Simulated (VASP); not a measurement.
A run of VASP 6.6.1:

The input INCAR:

```
SYSTEM = InSb
  ALGO = Normal
  EDIFF = 1E-7
  EDIFFG = -0.04
  ENCUT = 600
  GGA = PE
  IBRION = 2
  ISIF = 3
  ISMEAR = 0
  LASPH = .True.
  LCHARG = .False.
  LREAL = .False.
  LWAVE = .False.
  NELM = 60
  NSW = 90
  PREC = Accurate
  SIGMA = 0.1
```

File KPOINTS:

```
k-points
0
Gamma
  4 4 4
  0 0 0
```

File POSCAR:

```
InSb
1.0
    4.5604899018      0.0000000000      0.0000000000
    0.0000000000      4.5604899018      0.0000000000
    0.0000000000      0.0000000000      5.2978444631
In Sb
2 2
Direct
    0.5000000000      0.0000000000      0.9939536927
    0.0000000000      0.5000000000      0.0060463073
    0.5000000000      0.5000000000      0.5000000000
    0.0000000000      0.0000000000      0.5000000000
```

Potentials or basis: VASP PAW PBE potentials, release 64 (In_d, Sb).

Command:

```bash
$ cat potpaw_PBE.64/In_d/POTCAR potpaw_PBE.64/Sb/POTCAR > POTCAR
$ mpirun -np 1 vasp_std > vasp.out
```

Hardware: 1 thread of Intel(R) Xeon(R) Platinum 8259CL CPU @ 2.50GHz (Skylake/Cascade Lake) (shared host).

Q: How long does it take, and how much memory?

A: Wall time 82 s on 1 thread of Intel(R) Xeon(R) Platinum 8259CL CPU @ 2.50GHz (Skylake/Cascade Lake) (shared host), peak memory 0.25 GiB. Counts: scf iterations 23, k points 18, ion steps 2.
